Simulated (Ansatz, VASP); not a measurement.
**AlB2P3: VASP beside Ansatz**

```
CELL_PARAMETERS angstrom
2.58122 1.49027 4.10058
-2.58122 1.49027 4.10058
0.00000 -2.98053 4.10058
ATOMIC_POSITIONS crystal
Al 0.00000 0.00000 0.00000
B 0.62652 0.62652 0.62652
B 0.37348 0.37348 0.37348
P 0.00000 0.50000 0.00000
P 0.50000 0.00000 0.00000
P 0.00000 0.00000 0.50000
```

Change from the starting cell: species swapped into the Dy2Al3Co type (R-3m, No. 166).

Alike in both runs: task single point; functional PBE; k mesh 6 × 6 × 6; occupations gaussian, width 0.1 eV; no spin polarisation.

|  | VASP | Ansatz |
| --- | --- | --- |
| version | VASP 6.6.1 | Ansatz 0.2.0 |
| potentials or method | VASP PAW PBE potentials, release 64 (Al, B, P), cutoff 520 eV | scalar-relativistic, plane waves, PAW |
| valence electrons in the cell | 24 | 24 |

```csv
,VASP,Ansatz,Ansatz less VASP
gap on the k mesh at the Fermi level (eV),none,none,-
pressure (GPa),-7.2,-7.1,+0.08
"traceless stress, the component that is largest in VASP (GPa)",2.03,1.99,-0.033
rms of the force components (eV/Å),0.016,0.016,+0.0001
```

Atom by atom the forces differ by 0.000 eV/Å (rms over components). A gap of «none» marks a metal or a gap that the smearing closes. The functional is the same, so the differences come from potentials, cutoffs and numerics.
